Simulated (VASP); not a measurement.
Crystal: CaSe.

```xyz
2
Lattice="0.0000 2.9560 2.9560 2.9560 0.0000 2.9560 2.9560 2.9560 0.0000" Properties=species:S:1:pos:R:3 pbc="T T T"
Se    2.9560    2.9560    2.9560
Ca    0.0000    0.0000    0.0000
```

Base run:

```yaml
Program: VASP 6.6.1
Functional: r2SCAN
Potentials_or_basis: VASP PAW PBE potentials, release 64 (Se, Ca_sv)
Cutoff: 520 eV
k_mesh: 8 × 8 × 8
Occupations: fermi-dirac, width 0.05 eV
Spin: no spin polarisation
```

Its results: band gap on the k mesh 2.49 eV, indirect (least direct gap 3.44 eV); pressure 0.9 GPa.

Task: After a change of settings the same cell gave: band gap on the k mesh 1.86 eV, indirect (least direct gap 2.80 eV); pressure -2.9 GPa. Which change was it?
A. functional from r2SCAN to PBEsol; k mesh from 8 × 8 × 8 to 6 × 6 × 6
B. k mesh from 8 × 8 × 8 to 7 × 7 × 7; occupations from fermi-dirac, width 0.05 eV to gaussian, width 0.05 eV
C. functional from r2SCAN to PBEsol; occupations from fermi-dirac, width 0.05 eV to gaussian, width 0.02 eV
D. functional from r2SCAN to LDA; potentials or basis from VASP PAW PBE potentials, release 64 (Se, Ca_sv) to VASP PAW LDA potentials, release 64 (Se, Ca_sv)

Result: D.

Caveats: the PAW data sets were made with another functional, which shifts forces and pressure a little (some runs).
